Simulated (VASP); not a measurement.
# TiNbTe3 (P-31m) in VASP: notebook

Runs on TiNbTe3. Level: PBE. Tasks: single point.

Everything below comes from runs of VASP 6.6.1. Logs are shortened: lines on timing, memory, paths and dates and some standing lists are left out, and cuts for length are marked.

## (1) The cell of the first run

It takes space group P-31m (No. 162, trigonal). Conventional cell: a = 6.671 Å, b = 6.671 Å, c = 6.575 Å, α = 90.00°, β = 90.00°, γ = 120.00°. Within 3.6 Å of Ti (site symmetry -3m) lie 6 Te at 2.74 Å and 2 Ti at 3.29 Å. Ti (site symmetry -3m) has 6 Te at 2.86 Å and 2 Ti at 3.29 Å and 6 Nb at 3.85 Å within 3.9 Å. Nb (site symmetry 32) has 6 Te at 2.81 Å within 3.7 Å. Te (site symmetry m) has 2 Ti at 2.74 to 2.86 Å and 2 Nb at 2.81 Å within 3.6 Å.

## (2) Single point, PBE

Contents of INCAR:

```
SYSTEM = TiNbTe3
ALGO = Normal ; EDIFF = 1E-6
ENCUT = 500 ; GGA = PE
GGA_COMPAT = .FALSE. ; ISIF = 2
ISMEAR = 0 ; LASPH = .TRUE.
LCHARG = .TRUE. ; LELF = .TRUE.
LREAL = .FALSE. ; LVHAR = .TRUE.
LWAVE = .FALSE. ; NBANDS = 54
NELM = 120 ; PREC = Accurate
SIGMA = 0.2
```

Contents of KPOINTS:

```
k-points
0
G
  4 6 6
  0 0 0
```

Contents of POSCAR:

```
TiNbTe3
1.0
    0.0000000000      0.0000000000      6.5749243951
    6.6705189465      0.0000000000      0.0000000000
   -3.3352594732      5.7768388641      0.0000000000
Ti Nb Te
2 2 6
Direct
    0.5000000000      1.0000000000      1.0000000000
    0.0000000000      0.0000000000      0.0000000000
    1.0000000000      0.6666666667      0.3333333333
    0.0000000000      0.3333333333      0.6666666667
    0.7348968251      0.0000000000      0.6608220446
    0.7348968251      0.6608220446      0.0000000000
    0.2651031749      0.6608220446      0.6608220446
    0.2651031749      0.3391779554      0.0000000000
    0.7348968251      0.3391779554      0.3391779554
    0.2651031749      1.0000000000      0.3391779554
```

Potentials or basis: VASP PAW PBE potentials, release 64 (Ti_sv, Nb_sv, Te).

The run is started by

```
cat potpaw_PBE.64/Ti_sv/POTCAR potpaw_PBE.64/Nb_sv/POTCAR potpaw_PBE.64/Te/POTCAR > POTCAR
mpirun -np 1 vasp_std > vasp.out
```

OUTCAR:

```text
SYSTEM = TiNbTe3
   EDIFF = 1E-6
   ENCUT = 500
   GGA = PE
   ISIF = 2
   ISMEAR = 0
   LASPH = .TRUE.
   LREAL = .FALSE.
   NELM = 120
   PREC = Accurate

 ion  position               nearest neighbor table
   1  0.500  0.000  0.000-   5 2.74  10 2.74   8 2.74   6 2.74   9 2.74   7 2.74
   2  0.000  0.000  0.000-   5 2.86  10 2.86   8 2.86   6 2.86   9 2.86   7 2.86
   3  0.000  0.667  0.333-   6 2.81  10 2.81   8 2.81   5 2.81   7 2.81   9 2.81
   4  0.000  0.333  0.667-   8 2.81   5 2.81   6 2.81  10 2.81   9 2.81   7 2.81
   5  0.735  0.000  0.661-   1 2.74   4 2.81   3 2.81   2 2.86
   6  0.735  0.661  0.000-   1 2.74   3 2.81   4 2.81   2 2.86
   7  0.265  0.661  0.661-   1 2.74   3 2.81   4 2.81   2 2.86
   8  0.265  0.339  0.000-   1 2.74   4 2.81   3 2.81   2 2.86
   9  0.735  0.339  0.339-   1 2.74   4 2.81   3 2.81   2 2.86
  10  0.265  0.000  0.339-   1 2.74   3 2.81   4 2.81   2 2.86

  LATTYP: Found a hexagonal cell.
 ALAT       =     6.6705189465
 C/A-ratio  =     0.9856690983

  Lattice vectors:

 A1 = (   6.6705189465,   0.0000000000,   0.0000000000)
 A2 = (  -3.3352594732,   5.7768388641,   0.0000000000)
 A3 = (   0.0000000000,   0.0000000000,   6.5749243951)

Analysis of symmetry for initial positions (statically):
=====================================================================
 Subroutine PRICEL returns:
 Original cell was already a primitive cell.

 Routine SETGRP: Setting up the symmetry group for a
 hexagonal supercell.

 Subroutine GETGRP returns: Found 12 space group operations
 (whereof 12 operations were pure point group operations)
 out of a pool of 24 trial point group operations.

The static configuration has the point symmetry D_3d.

Analysis of symmetry for dynamics (positions and initial velocities):
=====================================================================
 Subroutine PRICEL returns:
 Original cell was already a primitive cell.

 Routine SETGRP: Setting up the symmetry group for a
 hexagonal supercell.

 Subroutine GETGRP returns: Found 12 space group operations
 (whereof 12 operations were pure point group operations)
 out of a pool of 24 trial point group operations.

The dynamic configuration has the point symmetry D_3d.

 Subroutine INISYM returns: Found 12 space group operations
 (whereof 12 operations are pure point group operations),
 and found     1 'primitive' translations

----------------------------------------------------------------------------------------

                                     Primitive cell

  volume of cell :     253.3615

  direct lattice vectors                    reciprocal lattice vectors
     0.000000000  0.000000000  6.574924395     0.000000000  0.000000000  0.152093004
     6.670518946  0.000000000  0.000000000     0.149913374  0.086552527  0.000000000
    -3.335259473  5.776838864  0.000000000     0.000000000  0.173105053  0.000000000

  length of vectors
     6.574924395  6.670518946  6.670518946     0.152093004  0.173105053  0.173105053

  position of ions in fractional coordinates (direct lattice)
     0.500000000  0.000000000  0.000000000
     0.000000000  0.000000000  0.000000000
     0.000000000  0.666666667  0.333333333
     0.000000000  0.333333333  0.666666667
     0.734896825  1.000000000  0.660822045
     0.734896825  0.660822045  0.000000000
     0.265103175  0.660822045  0.660822045
     0.265103175  0.339177955  0.000000000
     0.734896825  0.339177955  0.339177955
     0.265103175  1.000000000  0.339177955

  ion indices of the primitive-cell ions
   primitive index   ion index
                 1           1
                 2           2
                 3           3
                 4           4
                 5           5
                 6           6
                 7           7
                 8           8
                 9           9
                10          10

----------------------------------------------------------------------------------------

 KPOINTS: k-points

Automatic generation of k-mesh.
 Grid dimensions read from file:
 generate k-points for:    4    6    6

 Generating k-lattice:

  Cartesian coordinates                     Fractional coordinates (reciprocal lattice)
     0.000000000  0.000000000  0.038023251     0.250000000  0.000000000  0.000000000
     0.024985562  0.014425421  0.000000000     0.000000000  0.166666667  0.000000000
     0.000000000  0.028850842  0.000000000     0.000000000  0.000000000  0.166666667

  Length of vectors
     0.038023251  0.028850842  0.028850842

  Shift w.r.t. Gamma in fractional coordinates (k-lattice)
     0.000000000  0.000000000  0.000000000

 Subroutine IBZKPT returns following result:
 ===========================================

 Found     24 irreducible k-points:

 Following reciprocal coordinates:
            Coordinates               Weight
  0.000000  0.000000  0.000000      1.000000
  0.250000  0.000000  0.000000      2.000000
  0.500000  0.000000  0.000000      1.000000
  0.000000  0.166667  0.000000      6.000000
  0.250000  0.166667  0.000000     12.000000
  0.500000  0.166667  0.000000      6.000000
[... 16 lines left out ...]
  0.250000 -0.333333 -0.333333      2.000000
  0.500000  0.333333  0.333333      2.000000
   k-points           NKPTS =     24   k-points in BZ     NKDIM =     24   number of bands    NBANDS=     54
   number of dos      NEDOS =    301   number of ions     NIONS =     10
   total plane-waves  NPLWV = 120000
   dimension x,y,z NGX =    48 NGY =   50 NGZ =   50
   dimension x,y,z NGXF=    96 NGYF=  100 NGZF=  100
   ions per type =               2   2   6
   NGX,Y,Z   is equivalent  to a cutoff of  12.14, 12.46, 12.46 a.u.
   NGXF,Y,Z  is equivalent  to a cutoff of  24.27, 24.92, 24.92 a.u.
 SYSTEM =  TiNbTe3
   PREC   = accura    normal or accurate (medium, high low for compatibility)
   ISTART =      0    job   : 0-new  1-cont  2-samecut
   ICHARG =      2    charge: 1-file 2-atom 10-const
   ISPIN  =      1    spin polarized calculation?
   LNONCOLLINEAR =      F non collinear calculations
   LSORBIT =      F    spin-orbit coupling
   LASPH  =      T    aspherical Exc in radial PAW
   ENCUT  =  500.0 eV  36.75 Ry    6.06 a.u.  11.99 12.16 12.16*2*pi/ulx,y,z
   NELM   =    120;   NELMIN=  2; NELMDL= -5     # of ELM steps
   EDIFF  = 0.1E-05   stopping-criterion for ELM
   LREAL  =      F    real-space projection
   EDIFFG = 0.1E-04   stopping-criterion for IOM
   NSW    =      0    number of steps for IOM
   IBRION =     -1    ionic relax: 0-MD 1-quasi-New 2-CG
   NFREE  =      0    steps in history (QN), initial steepest desc. (CG)
   ISIF   =      2    stress and relaxation
   ISYM   =      2    0-nonsym 1-usesym 2-fastsym
   POTIM  = 0.5000    time-step for ionic-motion
   TEBEG  =    0.0;   TEEND  =   0.0 temperature during run
   PSTRESS=    0.0 pullay stress
   NELECT =      86.0000    total number of electrons
   NUPDOWN=      -1.0000    fix difference up-down
   EMIN   =  10.00;   EMAX   =-10.00  energy-range for DOS
   EFERMI =   0.00;   METHOD = LEGACY
   ISMEAR =     0;   SIGMA  =   0.20  broadening in eV -4-tet -1-fermi 0-gaus
   EFERMI_NEDOS =   21; number of points for ismear=-14 and -15
   IALGO  =     38    algorithm
   IMIX   =      4    mixing-type and parameters
     AMIX     =   0.40;   BMIX     =  1.00
     AMIX_MAG =   1.60;   BMIX_MAG =  1.00
  volume/ion in A,a.u.               =      25.34       170.98
  Fermi-wavevector in a.u.,A,eV,Ry     =   1.141986  2.158041 17.743792  1.304132
  Thomas-Fermi vector in A             =   2.278685
   LORBIT       =      0    0 simple, 1 ext, 2 COOP (PROOUT), +10 PAW based schemes
   GGA     = PE    functional components
   LHFCALC =     F    Hartree Fock is set to
   AEXX    =    0.0000 exact exchange contribution
   IVDW    =     0    specifies the selected vdW correction
   LEPSILON=     F    determine dielectric tensor
   LRPA    =     F    only Hartree local field effects (RPA)
 non-spin polarized calculation
 Gauss-broadening in eV      SIGMA  =   0.20
  energy-cutoff  :      500.00
  volume of cell :      253.36
 maximum number of plane-waves:      6456
 NGX is ok and might be reduce to    48
   NGX = 23   NGY = 25   NGZ = 25

 number of electron      86.0000008 magnetization

 Free energy of the ion-electron system (eV)
  ---------------------------------------------------
  ext. energy  EPLUGINS =         0.00000000
  ---------------------------------------------------
  free energy    TOTEN  =       -60.18226135 eV

  energy without entropy =      -60.06255920  energy(sigma->0) =      -60.12241027

 E-fermi :   8.2178     XC(G=0): -10.2524

 val. band max:        8.1919960633   @ k =   0.2500   0.1667   0.0000
 cond. band min:       8.2347903895   @ k =   0.5000   0.1667   0.1667
 fundamental gap:      0.0427943262
 Fermi energy:         8.2178206607

 k-point     1 :       0.0000    0.0000    0.0000
  band No.  band energies     occupation
      1     -49.5530      2.00000
      2     -49.2183      2.00000
      3     -47.2743      2.00000
      4     -47.2704      2.00000
      5     -25.8947      2.00000
      6     -25.8947      2.00000
[... 46 lines left out ...]
     53       9.5555      0.00000
     54       9.6637      0.00000

 k-point     2 :       0.2500    0.0000    0.0000
  band No.  band energies     occupation
      1     -49.5530      2.00000
      2     -49.2183      2.00000
      3     -47.2743      2.00000
      4     -47.2704      2.00000
      5     -25.8947      2.00000
      6     -25.8947      2.00000
[... 46 lines left out ...]
     53       9.7700      0.00000
     54       9.7700      0.00000
[... 1195 lines left out ...]
     53       9.8552      0.00000
     54       9.8553      0.00000

 k-point    24 :       0.5000    0.3333    0.3333
  band No.  band energies     occupation
      1     -49.5530      2.00000
      2     -49.2183      2.00000
      3     -47.2724      2.00000
      4     -47.2724      2.00000
      5     -25.8946      2.00000
      6     -25.8946      2.00000
[... 46 lines left out ...]
     53      10.1670      0.00000
     54      10.1674      0.00000

------------------------ aborting loop because EDIFF is reached ----------------------------------------

  FORCE on cell =-STRESS in cart. coord.  units (eV):
  Direction    XX          YY          ZZ          XY          YZ          ZX
  --------------------------------------------------------------------------------------
  -------------------------------------------------------------------------------------
  Total       -0.0767778     -0.0767778      0.0527831     -0.0000000      0.0000000      0.0000000
  in kB       -0.4855181     -0.4855181      0.3337837     -0.0000000      0.0000000      0.0000000
  external PRESSURE =      -0.2124175 kB  Pullay stress =       0.0000000 kB

 VOLUME and BASIS-vectors are now :
 -----------------------------------------------------------------------------
  energy-cutoff  :      500.00
  volume of cell :      253.36
      direct lattice vectors                 reciprocal lattice vectors
     0.000000000  0.000000000  6.574924395     0.000000000  0.000000000  0.152093004
     6.670518946  0.000000000  0.000000000     0.149913374  0.086552527  0.000000000
    -3.335259473  5.776838864  0.000000000     0.000000000  0.173105053  0.000000000

 POSITION                                       TOTAL-FORCE (eV/Angst)
 -----------------------------------------------------------------------------------
      0.00000      0.00000      3.28746         0.000000     -0.000000      0.000000
      0.00000      0.00000      0.00000         0.000000     -0.000000      0.000000
      3.33526      1.92561      0.00000         0.000000     -0.000000      0.000000
     -0.00000      3.85123      0.00000        -0.000000     -0.000000      0.000000
     -2.20401      3.81746      4.83189         0.001059     -0.001833      0.002069
      4.40803      0.00000      4.83189        -0.002117     -0.000000      0.002069
      2.20401      3.81746      1.74303        -0.001059     -0.001833     -0.002069
      2.26249      0.00000      1.74303         0.002117     -0.000000     -0.002069
      1.13125      1.95938      4.83189         0.001059      0.001833      0.002069
     -1.13125      1.95938      1.74303        -0.001059      0.001833     -0.002069
 -----------------------------------------------------------------------------------
    total drift:                               -0.000000      0.000000     -0.000000

  FREE ENERGIE OF THE ION-ELECTRON SYSTEM (eV)
  ---------------------------------------------------
  free  energy   TOTEN  =       -60.1822613458 eV

  energy  without entropy=      -60.0625592005  energy(sigma->0) =      -60.12241027
```

Wall time 16 min (1 thread of Oxide Virtual Turin-like, shared host); peak memory 0.46 GiB.

Results:

* Free energy: -60.1823 eV
* Pressure: 0.0 GPa
* Band gap on the k mesh: zero (bands 43 and 44 overlap by 0.39 eV)

Forces on the atoms (eV/Å):
```
Ti   0.000  0.000  0.000
Ti   0.000  0.000  0.000
Nb   0.000  0.000  0.000
Nb   0.000  0.000  0.000
Te   0.001 -0.002  0.002
Te  -0.002  0.000  0.002
Te  -0.001 -0.002 -0.002
Te   0.002  0.000 -0.002
Te   0.001  0.002  0.002
Te  -0.001  0.002 -0.002
```

Stress tensor (GPa, compression positive):
```
-0.05  0.00  0.00
 0.00 -0.05  0.00
 0.00  0.00  0.03
```

Levels at points of the mesh, in eV from the Fermi level:
```tsv
k point	band 40	band 41	band 42	band 43	band 44	band 45	band 46	band 47
(0.00, 0.00, 0.00)	-0.37	-0.37	0.05	0.05	0.17	0.17	0.45	0.53
(0.50, 0.00, 0.00)	-0.98	-0.22	-0.22	-0.16	-0.16	0.42	0.47	0.47
(0.00, 0.50, 0.00)	-1.56	-1.19	-0.69	-0.27	0.37	0.38	0.56	0.79
(0.50, 0.50, 0.00)	-1.64	-1.04	-0.29	-0.21	0.16	0.25	0.31	0.44
```

Caveat: spin-orbit coupling is left out, which moves the levels of the heavy elements.

## (3) Single point, PBE (atoms taken out)

Contents of INCAR:

```
SYSTEM = TiNbTe3
ALGO = Normal
EDIFF = 1E-6
ENCUT = 500
GGA = PE
GGA_COMPAT = .False.
ISIF = 2
ISMEAR = 0
LASPH = .True.
LCHARG = .False.
LREAL = .False.
LWAVE = .False.
NBANDS = 54
NELM = 120
PREC = Accurate
SIGMA = 0.1
```

Contents of KPOINTS:

```
k-points
0
Gamma
  6 6 6
  0 0 0
```

Contents of POSCAR:

```
TiNbTe3
1.0
    6.8788997319      0.0000000000      0.0000000000
   -3.4394498660      5.9573019179      0.0000000000
    0.0000000000      0.0000000000      6.1291586101
Ti Nb Te
2 2 6
Direct
    0.6666666667      0.3333333333      0.5000000000
    0.3333333333      0.6666666667      0.5000000000
    0.6666666667      0.3333333333      0.0000000000
    0.3333333333      0.6666666667      0.0000000000
    0.0000000000      0.6938938196      0.7461598375
    0.3061061804      0.0000000000      0.2538401625
    0.6938938196      0.6938938196      0.2538401625
    0.3061061804      0.3061061804      0.7461598375
    0.0000000000      0.3061061804      0.2538401625
    0.6938938196      0.0000000000      0.7461598375
```

Potentials or basis: VASP PAW PBE potentials, release 64 (Ti_sv, Nb_sv, Te).

The run is started by

```
cat potpaw_PBE.64/Ti_sv/POTCAR potpaw_PBE.64/Nb_sv/POTCAR potpaw_PBE.64/Te/POTCAR > POTCAR
mpirun -np 1 vasp_std > vasp.out
```

It took 15 min on 1 thread of Oxide Virtual Turin-like, shared host; peak memory 0.53 GiB.

The run converged. Its results:

```yaml
Free_energy: -59.9067 eV
Pressure: -0.1 GPa
Largest_force: 0.008 eV/Å
Band_gap_on_the_k_mesh: zero (bands 43 and 44 overlap by 0.31 eV)
```

Forces on the atoms (eV/Å):
```
Ti   0.000  0.000  0.000
Ti   0.000  0.000  0.000
Nb   0.000  0.000  0.000
Nb   0.000  0.000  0.000
Te   0.000  0.001  0.008
Te  -0.001  0.000 -0.008
Te   0.000  0.001 -0.008
Te   0.000 -0.001  0.008
Te   0.000 -0.001 -0.008
Te   0.001  0.000  0.008
```

Levels at points of the mesh, in eV from the Fermi level:
| k point | band 39 | band 40 | band 41 | band 42 | band 43 | band 44 | band 45 | band 46 | band 47 | band 48 |
| --- | --- | --- | --- | --- | --- | --- | --- | --- | --- | --- |
| (0.00, 0.00, 0.00) | -0.75 | -0.20 | -0.20 | -0.10 | -0.10 | 0.20 | 0.20 | 0.38 | 0.43 | 0.43 |
| (0.50, 0.00, 0.00) | -1.69 | -1.63 | -1.44 | -0.81 | -0.19 | 0.15 | 0.54 | 0.56 | 0.73 | 0.75 |
| (0.00, 0.00, 0.50) | -1.64 | -1.64 | -0.22 | -0.22 | 0.01 | 0.01 | 0.05 | 0.25 | 0.33 | 0.40 |
| (0.50, 0.00, 0.50) | -1.90 | -1.85 | -0.44 | -0.25 | -0.13 | -0.04 | 0.22 | 0.31 | 0.33 | 0.39 |

Caveat: the cell differs from its parent crystal (atoms taken out); spin-orbit coupling is left out, which moves the levels of the heavy elements.

## (4) Single point, PBE

Contents of INCAR:

```
SYSTEM = TiNbTe3
  PREC = Accurate
  ENCUT = 500
  EDIFF = 1E-6
  ISMEAR = 0
  SIGMA = 0.1
  LREAL = .False.
  LASPH = .True.
  NELM = 120
  ALGO = Normal
  ISIF = 2
  LWAVE = .False.
  LCHARG = .False.
  GGA = PE
  NBANDS = 54
  GGA_COMPAT = .False.
```

Contents of KPOINTS:

```
Automatic mesh
0
Gamma
  6 6 6
  0 0 0
```

Contents of POSCAR:

```
TiNbTe3
1.0
    6.6705189465      0.0000000000      0.0000000000
   -3.3352594732      5.7768388641      0.0000000000
    0.0000000000      0.0000000000      6.5749243951
Ti Nb Te
2 2 6
Direct
    0.0000000000      0.0000000000      0.5000000000
    0.0000000000      0.0000000000      0.0000000000
    0.6666666667      0.3333333333      0.0000000000
    0.3333333333      0.6666666667      0.0000000000
    0.0000000000      0.6608220446      0.7348968251
    0.6608220446      0.0000000000      0.7348968251
    0.6608220446      0.6608220446      0.2651031749
    0.3391779554      0.0000000000      0.2651031749
    0.3391779554      0.3391779554      0.7348968251
    0.0000000000      0.3391779554      0.2651031749
```

The run is started by

```
cat potpaw_PBE.64/Ti_sv/POTCAR potpaw_PBE.64/Nb_sv/POTCAR potpaw_PBE.64/Te/POTCAR > POTCAR
mpirun -np 1 vasp_std > vasp.out
```

It took 19 min on 1 thread of Oxide Virtual Turin-like, shared host; peak memory 0.54 GiB.

Results (log left out):

```yaml
Free_energy: -60.1391 eV
Pressure: -0.1 GPa
Largest_force: 0.010 eV/Å
Band_gap_on_the_k_mesh: zero (bands 43 and 44 overlap by 0.39 eV)
```

Forces on the atoms (eV/Å):
```
Ti   0.000  0.000  0.000
Ti   0.000  0.000  0.000
Nb   0.000  0.000  0.000
Nb   0.000  0.000  0.000
Te   0.005 -0.009  0.002
Te  -0.010  0.000  0.002
Te  -0.005 -0.009 -0.002
Te   0.010  0.000 -0.002
Te   0.005  0.009  0.002
Te  -0.005  0.009 -0.002
```

Levels at points of the mesh, in eV from the Fermi level:
```
           k point  band 41  band 42  band 43  band 44  band 45  band 46
(0.00, 0.00, 0.00)    -0.38     0.04     0.04     0.15     0.15     0.44
(0.50, 0.00, 0.00)    -1.20    -0.70    -0.27     0.35     0.36     0.54
(0.00, 0.00, 0.50)    -0.23    -0.23    -0.17    -0.17     0.41     0.46
(0.50, 0.00, 0.50)    -1.05    -0.30    -0.22     0.15     0.24     0.29
```

Caveat: spin-orbit coupling is left out, which moves the levels of the heavy elements.

## (5) Summary

| cell | k mesh | smearing | gap on the mesh (eV) | pressure (GPa) | largest force (eV/Å) |
| --- | --- | --- | --- | --- | --- |
| a = 6.575, b = 6.671, c = 6.671 Å, angles 120.0, 90.0, 90.0°, 10 atoms, atomic positions A | 4 × 6 × 6 | gaussian 0.2 eV | none | 0.0 | - |
| a = 6.879, b = 6.879, c = 6.129 Å, angles 90.0, 90.0, 120.0°, 10 atoms, atomic positions B | 6 × 6 × 6 | gaussian 0.1 eV | none | -0.1 | 0.01 |
| a = 6.671, b = 6.671, c = 6.575 Å, angles 90.0, 90.0, 120.0°, 10 atoms, atomic positions A | 6 × 6 × 6 | gaussian 0.1 eV | none | -0.1 | 0.01 |

Alike in all rows: task single point; level PBE; potentials or basis VASP PAW PBE potentials, release 64 (Ti_sv, Nb_sv, Te); no spin polarisation; cutoff (eV) 500.

Caveats: spin-orbit coupling is left out, which moves the levels of the heavy elements.

Absolute energies hang on the potentials; compare differences alone.

The gap in the log of VASP goes by the Fermi energy; the results here count the filled bands.